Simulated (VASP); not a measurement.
# Mg65Si32 (a cell with a defect) in VASP: single point with PBEsol

Aim: the single point of Mg65Si32 (a cell with a defect) with PBEsol.

Everything below comes from runs of VASP 6.6.1. Logs are shortened: lines on timing, memory, paths and dates and some standing lists are left out, and cuts for length are marked.

## (1) The cell of the first run

The cell holds a defect, 97 atoms: a = 12.649 Å, b = 12.649 Å, c = 12.649 Å, α = 90.00°, β = 90.00°, γ = 90.00°.

## (2) Single point, PBEsol

File INCAR:

```
PREC     = Accurate       # precision mode
ENCUT    = 520            # plane-wave cutoff, eV
EDIFF    = 1E-6           # SCF threshold, eV
ISMEAR   = -1             # smearing method
SIGMA    = 0.05           # smearing width, eV
LREAL    = Auto         
LASPH    = T              # aspherical terms in the spheres
NELM     = 80             # most SCF steps
ALGO     = Normal         # electronic algorithm
ISIF     = 2              # what is computed and relaxed
LWAVE    = F              # write WAVECAR
LCHARG   = T              # write CHGCAR
GGA      = PS             # functional
LELF     = T              # ELF
LVHAR    = T            
ISYM     = 0            
NBANDS   = 183            # bands
```

File KPOINTS:

```
Automatic mesh
0
Gamma
  1 1 1
  0.25 0.25 0.25
```

File POSCAR:

```
Mg65Si32
1.0
   12.6494980000      0.0000000000      0.0000000000
    0.0000000000     12.6494980000      0.0000000000
    0.0000000000      0.0000000000     12.6494980000
Mg Si
65 32
Direct
    0.3750040000      0.1255940000      0.1238940000
    0.3750340000      0.1260740000      0.6242700000
    0.3751620000      0.6249940000      0.1236810000
    0.3678910000      0.6179050000      0.6311400000
    0.8761190000      0.1258790000      0.1234050000
    0.8757140000      0.1255200000      0.6242890000
    0.8758430000      0.6248750000      0.1238400000
    0.8762110000      0.6247820000      0.6242430000
    0.1239970000      0.3737430000      0.1238610000
    0.1244630000      0.3742690000      0.6247550000
    0.1242860000      0.8746900000      0.1242400000
    0.1236650000      0.8749070000      0.6248770000
    0.6249500000      0.3741660000      0.1242330000
    0.6250620000      0.3734640000      0.6248180000
    0.6249730000      0.8748790000      0.1235540000
    0.6316200000      0.8812860000      0.6313330000
    0.1239410000      0.1257070000      0.3748750000
    0.1236230000      0.1258470000      0.8759480000
    0.1238470000      0.6251100000      0.3750500000
    0.1239810000      0.6248930000      0.8757050000
    0.6243410000      0.1260030000      0.3749490000
    0.6245000000      0.1255320000      0.8756950000
    0.6314760000      0.6178740000      0.3674710000
    0.6243820000      0.6248500000      0.8760590000
    0.1240080000      0.1261800000      0.1239960000
    0.1241270000      0.1259020000      0.6250010000
    0.1242310000      0.6253740000      0.1241130000
    0.1238510000      0.6255180000      0.6248260000
    0.6249130000      0.1258020000      0.1241250000
    0.6246630000      0.1259750000      0.6247270000
    0.6248210000      0.6254980000      0.1236720000
    0.6320500000      0.6182980000      0.6321540000
    0.3753880000      0.3736210000      0.3752290000
    0.3750770000      0.3738050000      0.8758090000
    0.3679950000      0.8814280000      0.3676590000
    0.3750800000      0.8741730000      0.8761160000
    0.8759070000      0.3737740000      0.3748400000
    0.8760960000      0.3733200000      0.8759200000
    0.8761880000      0.8741080000      0.3749410000
    0.8757760000      0.8741430000      0.8756750000
    0.3755900000      0.3740030000      0.1242650000
    0.3757310000      0.3737220000      0.6250820000
    0.3755600000      0.8746650000      0.1236740000
    0.3685960000      0.8817960000      0.6322350000
    0.8764780000      0.3737420000      0.1238870000
    0.8761110000      0.3738900000      0.6249740000
    0.8759570000      0.8747680000      0.1241470000
    0.8762440000      0.8744680000      0.6247980000
    0.3749200000      0.1262790000      0.3749710000
    0.3751290000      0.1254600000      0.8755800000
    0.3684600000      0.6181210000      0.3685890000
    0.3750510000      0.6247610000      0.8762950000
    0.8756020000      0.1253730000      0.3751700000
    0.8760980000      0.1257700000      0.8760150000
    0.8763870000      0.6246740000      0.3749550000
    0.8756740000      0.6248070000      0.8755700000
    0.1243330000      0.3740630000      0.3755860000
    0.1240400000      0.3737900000      0.8764080000
    0.1237160000      0.8748070000      0.3755690000
    0.1241930000      0.8748200000      0.8759410000
    0.6250980000      0.3736600000      0.3755710000
    0.6250650000      0.3739380000      0.8759510000
    0.6320670000      0.8818510000      0.3686320000
    0.6248170000      0.8745310000      0.8761690000
    0.5000450000      0.7498910000      0.4998160000
    0.0000020000      0.9998330000      0.9999370000
    0.9997090000      0.9996880000      0.4998310000
    0.0000810000      0.4997630000      0.9999250000
    0.0003310000      0.4999130000      0.5000160000
    0.4998600000      0.9996880000      0.9997430000
    0.4990630000      0.9943530000      0.4994740000
    0.5001640000      0.4998620000      0.0001250000
    0.5010770000      0.5054750000      0.5005580000
    0.2499900000      0.2498040000      0.9999510000
    0.2501470000      0.2501170000      0.5000880000
    0.2500650000      0.7499450000      0.0000560000
    0.2555270000      0.7507560000      0.5003520000
    0.7500750000      0.2497410000      0.9999260000
    0.7499030000      0.2495210000      0.4997960000
    0.7498900000      0.7496570000      0.9997290000
    0.7444580000      0.7487210000      0.4994330000
    0.2479270000      0.0019120000      0.2479230000
    0.2479420000      0.0018320000      0.7519370000
    0.2480690000      0.4978510000      0.2479940000
    0.2480600000      0.4978810000      0.7520290000
    0.7520020000      0.0018500000      0.2478360000
    0.7519560000      0.0016960000      0.7518860000
    0.7521460000      0.4978280000      0.2478240000
    0.7520630000      0.4976420000      0.7518890000
    0.0000100000      0.2497830000      0.2498810000
    0.0000650000      0.2498030000      0.7499730000
    0.0001470000      0.7499100000      0.2500110000
    0.9998320000      0.7496700000      0.7497870000
    0.5001380000      0.2500280000      0.2500790000
    0.4999500000      0.2496050000      0.7498570000
    0.5003380000      0.7502530000      0.2553520000
    0.4995210000      0.7491860000      0.7444490000
```

Potentials or basis: VASP PAW PBE potentials, release 64 (Mg, Si).

The run is started by

```bash
$ cat potpaw_PBE.64/Mg/POTCAR potpaw_PBE.64/Si/POTCAR > POTCAR
$ mpirun -np 1 vasp_std > vasp.out
```

OUTCAR:

```text
PREC = Accurate
   ENCUT = 520
   EDIFF = 1E-6
   ISMEAR = -1
   LREAL = Auto
   LASPH = T
   NELM = 80
   ISIF = 2
   GGA = PS
   ISYM = 0

 ion  position               nearest neighbor table
   1  0.375  0.126  0.124-  74 2.73  82 2.74  70 2.74  94 2.74  50 3.14  41 3.14  29 3.16  43 3.17
                            25 3.17  49 3.18
   2  0.375  0.126  0.624-  75 2.72  95 2.73  83 2.77  71 2.78  44 3.09  42 3.13  49 3.15  30 3.16
                            26 3.17  50 3.18
   3  0.375  0.625  0.124-  76 2.73  72 2.73  84 2.76  96 2.79  51 3.10  52 3.13  31 3.16  43 3.16
                            27 3.17  41 3.17
   4  0.368  0.618  0.631-  85 2.63  77 2.75  97 2.75  73 2.75  65 2.89  28 3.09  42 3.09  52 3.10
                            51 3.32  44 3.34  32 3.34
   5  0.876  0.126  0.123-  86 2.72  78 2.73  66 2.73  90 2.73  54 3.13  45 3.14  25 3.14  47 3.18
                            29 3.18  53 3.18
   6  0.876  0.126  0.624-  67 2.73  79 2.73  91 2.73  87 2.74  46 3.14  26 3.14  53 3.15  30 3.18
                            48 3.18  54 3.18
   7  0.876  0.625  0.124-  68 2.73  88 2.74  80 2.74  92 2.74  56 3.14  27 3.14  47 3.16  31 3.18
                            55 3.18  45 3.18
   8  0.876  0.625  0.624-  69 2.73  93 2.73  89 2.77  81 2.78  32 3.09  28 3.13  55 3.15  48 3.16
                            46 3.17  56 3.18
   9  0.124  0.374  0.124-  84 2.72  74 2.73  68 2.73  90 2.73  58 3.13  45 3.13  25 3.13  41 3.18
[... 97 lines left out ...]
  58  0.124  0.374  0.876-  85 2.72  68 2.73  74 2.73  91 2.73   9 3.13  18 3.14  38 3.14  34 3.18
                            20 3.18  10 3.18
  59  0.124  0.875  0.376-  67 2.73  92 2.73  82 2.77  77 2.78  35 3.09  39 3.13  12 3.15  19 3.16
                            17 3.17  11 3.18
  60  0.124  0.875  0.876-  66 2.73  83 2.74  76 2.74  93 2.74  11 3.14  40 3.14  20 3.16  36 3.17
                            18 3.18  12 3.18
  61  0.625  0.374  0.376-  79 2.73  94 2.73  88 2.77  73 2.78  23 3.09  21 3.13  14 3.15  33 3.16
                            37 3.17  13 3.18
  62  0.625  0.374  0.876-  78 2.73  89 2.74  72 2.74  95 2.74  13 3.14  22 3.14  34 3.16  24 3.17
                            38 3.18  14 3.18
  63  0.632  0.882  0.369-  86 2.63  81 2.76  71 2.76  96 2.76  65 2.89  39 3.09  21 3.09  15 3.10
                            16 3.32  23 3.34  35 3.34
  64  0.625  0.875  0.876-  80 2.73  70 2.73  87 2.77  97 2.79  16 3.10  15 3.13  24 3.16  36 3.16
                            40 3.17  22 3.18
  65  0.500  0.750  0.500-  16 2.88  51 2.88  63 2.89   4 2.89  35 2.89  44 2.89  23 2.89  32 2.89
                            81 3.09  73 3.09  71 3.09  96 3.09  77 3.09  97 3.09
  66  0.000  1.000  1.000-  60 2.73  47 2.73   5 2.73  18 2.73  11 2.73  54 2.73  40 2.73  25 2.73

  67  1.000  1.000  0.500-  59 2.73  48 2.73  12 2.73  39 2.73   6 2.73  53 2.73  17 2.74  26 2.74

  68  0.000  0.500  1.000-  20 2.73   7 2.73  58 2.73  45 2.73  56 2.73   9 2.73  27 2.73  38 2.73
[... 55 lines left out ...]
  96  0.500  0.750  0.255-  23 2.75  35 2.75  63 2.76  51 2.76  43 2.78  31 2.78  15 2.78   3 2.79
                            65 3.09
  97  0.500  0.749  0.744-  32 2.75  44 2.75   4 2.75  16 2.76  52 2.78  24 2.78  36 2.78  64 2.79
                            65 3.09

IMPORTANT INFORMATION: All symmetrisations will be switched off!
NOSYMM: (Re-)initialisation of all symmetry stuff for point group C_1.

----------------------------------------------------------------------------------------

                                     Primitive cell

  volume of cell :    2024.0436

  direct lattice vectors                    reciprocal lattice vectors
    12.649498000  0.000000000  0.000000000     0.079054521  0.000000000  0.000000000
     0.000000000 12.649498000  0.000000000     0.000000000  0.079054521  0.000000000
[... 223 lines left out ...]
   ENCUT  =  520.0 eV  38.22 Ry    6.18 a.u.  23.52 23.52 23.52*2*pi/ulx,y,z
   NELM   =     80;   NELMIN=  2; NELMDL= -5     # of ELM steps
   EDIFF  = 0.1E-05   stopping-criterion for ELM
   LREAL  =      T    real-space projection
   EDIFFG = 0.1E-04   stopping-criterion for IOM
   NSW    =      0    number of steps for IOM
   IBRION =     -1    ionic relax: 0-MD 1-quasi-New 2-CG
   NFREE  =      0    steps in history (QN), initial steepest desc. (CG)
   ISIF   =      2    stress and relaxation
   ISYM   =      0    0-nonsym 1-usesym 2-fastsym
   POTIM  = 0.5000    time-step for ionic-motion
   TEBEG  =    0.0;   TEEND  =   0.0 temperature during run
   PSTRESS=    0.0 pullay stress
   NELECT =     258.0000    total number of electrons
   NUPDOWN=      -1.0000    fix difference up-down
   EMIN   =  10.00;   EMAX   =-10.00  energy-range for DOS
   EFERMI =   0.00;   METHOD = LEGACY
   ISMEAR =    -1;   SIGMA  =   0.05  broadening in eV -4-tet -1-fermi 0-gaus
   EFERMI_NEDOS =   21; number of points for ismear=-14 and -15
   IALGO  =     38    algorithm
   IMIX   =      4    mixing-type and parameters
     AMIX     =   0.40;   BMIX     =  1.00
     AMIX_MAG =   1.60;   BMIX_MAG =  1.00
  volume/ion in A,a.u.               =      20.87       140.81
  Fermi-wavevector in a.u.,A,eV,Ry     =   0.823901  1.556946  9.235799  0.678812
  Thomas-Fermi vector in A             =   1.935492
   LORBIT       =      0    0 simple, 1 ext, 2 COOP (PROOUT), +10 PAW based schemes
   GGA     = PS    functional components
   LHFCALC =     F    Hartree Fock is set to
   AEXX    =    0.0000 exact exchange contribution
   IVDW    =     0    specifies the selected vdW correction
   LEPSILON=     F    determine dielectric tensor
   LRPA    =     F    only Hartree local field effects (RPA)
 non-spin polarized calculation
  energy-cutoff  :      520.00
  volume of cell :     2024.04
 maximum number of plane-waves:     54486
 NGX is ok and might be reduce to    96
   NGX = 47   NGY = 47   NGZ = 47

 number of electron     257.9999993 magnetization

 Free energy of the ion-electron system (eV)
  ---------------------------------------------------
  ext. energy  EPLUGINS =         0.00000000
  ---------------------------------------------------
  free energy    TOTEN  =      -310.37987840 eV

  energy without entropy =     -310.27315819  energy(sigma->0) =     -310.32651830

 E-fermi :   3.9562     XC(G=0):  -8.9580

 val. band max:        3.8821975656   @ k =   0.2500  -0.2500   0.2500
 cond. band min:       4.0702762304   @ k =   0.2500   0.2500   0.2500
 fundamental gap:      0.1880786648
 Fermi energy:         3.9562309562

 k-point     1 :       0.2500    0.2500    0.2500
  band No.  band energies     occupation
      1      -5.4181      2.00000
      2      -5.0971      2.00000
      3      -4.9967      2.00000
      4      -4.9961      2.00000
      5      -4.7243      2.00000
      6      -4.6647      2.00000
[... 565 lines left out ...]
    140       4.9489      0.00000
    141       5.0162      0.00000
 [bands above 141 left out]

------------------------ aborting loop because EDIFF is reached ----------------------------------------

  FORCE on cell =-STRESS in cart. coord.  units (eV):
  Direction    XX          YY          ZZ          XY          YZ          ZX
  --------------------------------------------------------------------------------------
  -------------------------------------------------------------------------------------
  Total        3.0498101      3.0319566      3.0574704     -0.3008207     -0.1911787     -0.1552007
  in kB        2.4141459      2.4000135      2.4202096     -0.2381214     -0.1513318     -0.1228526
  external PRESSURE =       2.4114563 kB  Pullay stress =       0.0000000 kB

 VOLUME and BASIS-vectors are now :
 -----------------------------------------------------------------------------
  energy-cutoff  :      520.00
  volume of cell :     2024.04
      direct lattice vectors                 reciprocal lattice vectors
    12.649498000  0.000000000  0.000000000     0.079054521  0.000000000  0.000000000
     0.000000000 12.649498000  0.000000000     0.000000000  0.079054521  0.000000000
     0.000000000  0.000000000 12.649498000     0.000000000  0.000000000  0.079054521

 POSITION                                       TOTAL-FORCE (eV/Angst)
 -----------------------------------------------------------------------------------
      4.74361      1.58870      1.56720         0.001827     -0.008979      0.023487
      4.74399      1.59477      7.89670        -0.016465     -0.011013      0.037227
      4.74561      7.90586      1.56450        -0.011285     -0.011954      0.027160
      4.65364      7.81619      7.98360        -0.006559     -0.012708      0.033712
     11.08247      1.59231      1.56101        -0.007722     -0.007325      0.034112
     11.07734      1.58776      7.89694        -0.011094     -0.011210      0.039483
[... 89 lines left out ...]
      6.32902      9.49032      3.23007        -0.021635     -0.023179      0.018915
      6.31869      9.47683      9.41691         0.030058      0.039232     -0.014668
 -----------------------------------------------------------------------------------
    total drift:                                0.003789      0.010908      0.001562

  FREE ENERGIE OF THE ION-ELECTRON SYSTEM (eV)
  ---------------------------------------------------
  free  energy   TOTEN  =      -310.3798784007 eV

  energy  without entropy=     -310.2731581948  energy(sigma->0) =     -310.32651830
```

Wall time 32 min (1 thread of Intel Xeon Platinum 8559C (Emerald Rapids), shared host); peak memory 2.1 GiB.

What came out:

```yaml
Free_energy: -310.3799 eV
Pressure: 0.2 GPa
Largest_force: 0.081 eV/Å
Band_gap_on_the_k_mesh: 0.19 eV
```

Forces in eV/Å, atoms in the order of the input:
```
Mg   0.002 -0.009  0.023
Mg  -0.016 -0.011  0.037
Mg  -0.011 -0.012  0.027
Mg  -0.007 -0.013  0.034
Mg  -0.008 -0.007  0.034
Mg  -0.011 -0.011  0.039
Mg  -0.011 -0.002  0.023
Mg  -0.008 -0.016  0.037
Mg   0.016  0.016  0.020
Mg   0.010  0.009  0.029
Mg   0.013  0.022  0.014
Mg   0.015  0.021  0.025
Mg   0.022  0.011  0.015
Mg   0.024  0.011  0.028
Mg   0.021  0.017  0.020
Mg   0.026  0.028  0.031
Mg   0.021 -0.012  0.010
Mg   0.026 -0.005  0.000
Mg   0.026 -0.010 -0.006
Mg   0.022 -0.002 -0.009
Mg   0.029 -0.014 -0.008
Mg   0.030 -0.012 -0.011
Mg   0.024 -0.011  0.003
Mg   0.034 -0.016 -0.007
Mg   0.003 -0.024 -0.003
Mg   0.013 -0.023 -0.008
Mg   0.012 -0.032  0.014
Mg   0.012 -0.029  0.010
Mg   0.002 -0.018  0.009
Mg   0.013 -0.026  0.007
Mg   0.018 -0.034  0.008
Mg   0.008 -0.023  0.004
Mg  -0.009  0.029 -0.006
Mg   0.001  0.019 -0.010
Mg  -0.009  0.020 -0.001
Mg  -0.012  0.031 -0.010
Mg  -0.011  0.020  0.008
Mg  -0.005  0.028 -0.001
Mg  -0.017  0.029 -0.006
Mg  -0.011  0.034 -0.009
Mg  -0.032  0.013  0.009
Mg  -0.030  0.013  0.003
Mg  -0.032  0.017  0.011
Mg  -0.026  0.009  0.000
Mg  -0.027  0.007  0.002
Mg  -0.022  0.012 -0.008
Mg  -0.020  0.001  0.007
Mg  -0.030  0.010  0.002
Mg  -0.021 -0.017 -0.025
Mg  -0.021 -0.011 -0.012
Mg  -0.026 -0.023 -0.031
Mg  -0.022 -0.019 -0.018
Mg  -0.010 -0.008 -0.031
Mg  -0.017 -0.015 -0.022
Mg  -0.014 -0.020 -0.025
Mg  -0.013 -0.020 -0.013
Mg   0.010  0.012 -0.039
Mg   0.005  0.004 -0.031
Mg   0.013  0.015 -0.036
Mg   0.008  0.000 -0.023
Mg   0.013  0.011 -0.036
Mg  -0.001  0.011 -0.023
Mg   0.009  0.010 -0.033
Mg   0.008  0.012 -0.029
Mg  -0.001 -0.006  0.002
Si   0.000 -0.004 -0.002
Si   0.016 -0.006  0.007
Si  -0.002  0.000 -0.001
Si  -0.015  0.006 -0.007
Si   0.008 -0.007  0.009
Si   0.063 -0.020  0.027
Si  -0.009  0.008 -0.010
Si  -0.069  0.005 -0.041
Si   0.002  0.000  0.000
Si   0.008 -0.014 -0.007
Si   0.008 -0.010 -0.008
Si   0.015 -0.058 -0.029
Si  -0.002  0.000 -0.001
Si  -0.006  0.015  0.008
Si  -0.007  0.008  0.009
Si  -0.011  0.073  0.026
Si  -0.005  0.005 -0.010
Si  -0.005  0.008  0.009
Si   0.007  0.006  0.007
Si  -0.006 -0.005 -0.001
Si   0.004  0.001  0.002
Si  -0.007 -0.006 -0.008
Si   0.002 -0.009 -0.007
Si   0.008 -0.003  0.013
Si   0.001  0.001  0.002
Si  -0.002 -0.002 -0.002
Si  -0.007 -0.008  0.007
Si   0.010  0.007 -0.006
Si  -0.007 -0.011  0.005
Si   0.006  0.011 -0.008
Si  -0.022 -0.023  0.019
Si   0.030  0.039 -0.015
```

Caveat: the PAW data sets were made with another functional, which shifts forces and pressure a little.
